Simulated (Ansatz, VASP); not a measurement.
GaSnH3 in VASP and in Ansatz

```
Ga Sn H
1.0
     3.75333    0.00000    0.00000
     0.00000    3.75333    0.00000
     0.00000    0.00000    4.24942
Ga Sn H
1 1 3
Cartesian
  1.8767 1.8767 2.1247
  0.0000 0.0000 0.0000
  0.0000 1.8767 2.1247
  1.8767 0.0000 2.1247
  0.0000 0.0000 2.1247
```

Alike in both runs: functional PBE; k mesh 4 × 4 × 4; occupations gaussian, width 0.1 eV; no spin polarisation.

Ansatz relaxed the structure, and its values are those at the end. VASP's run is a single point on that final structure, the one shown.

|  | VASP | Ansatz |
| --- | --- | --- |
| version | VASP 6.6.1 | Ansatz 0.2.0 |
| potentials or method | VASP PAW PBE potentials, release 64 (Ga_d, Sn_d, H), cutoff 520 eV | scalar-relativistic, plane waves, PAW |
| valence electrons in the cell | 30 | 30 |

```csv
,VASP,Ansatz,Ansatz less VASP
gap on the k mesh at the Fermi level (eV),none,none,-
pressure (GPa),-0.1,-0.1,+0.07
```

A gap of «none» marks a metal or a gap that the smearing closes. With one functional, cell and mesh, what is left measures potentials, basis and numerics.

The k mesh is coarse, so the values compare programs but aren't converged.
